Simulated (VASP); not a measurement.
A run of VASP 6.6.1 is set up as follows.

Contents of INCAR:

```
SYSTEM = SiC
PREC = Accurate ; ENCUT = 520
EDIFF = 1E-6 ; ISMEAR = 0
SIGMA = 0.01 ; LREAL = .False.
LASPH = .True. ; NELM = 100
ALGO = Normal ; ISIF = 2
LWAVE = .False. ; LCHARG = .True.
GGA = PE ; LELF = .True.
LVHAR = .True. ; NBANDS = 26
```

KPOINTS

```
regular mesh
0
Gamma
  6 6 6
  0 0 0
```

Contents of POSCAR:

```
SiC
1.0
    4.3795393424      0.0000000000      0.0000000000
    0.0000000000      4.3795393424      0.0000000000
    0.0000000000      0.0000000000      4.3795393424
Si C
4 4
Direct
    0.0000000000      0.0000000000      0.0000000000
    0.0000000000      0.5000000000      0.5000000000
    0.5000000000      0.0000000000      0.5000000000
    0.5000000000      0.5000000000      0.0000000000
    0.2500000000      0.2500000000      0.2500000000
    0.2500000000      0.7500000000      0.7500000000
    0.7500000000      0.2500000000      0.7500000000
    0.7500000000      0.7500000000      0.2500000000
```

Potentials or basis: VASP PAW PBE potentials, release 64 (Si, C).

Command:

```bash
$ cat potpaw_PBE.64/Si/POTCAR potpaw_PBE.64/C/POTCAR > POTCAR
$ mpirun -np 1 vasp_std > vasp.out
```

Task: What does it give for the band gap on the k mesh?

Result: 1.37 eV.

Task: Estimate the pressure.

Result: 0.0 GPa.

A k mesh can miss the band edges.
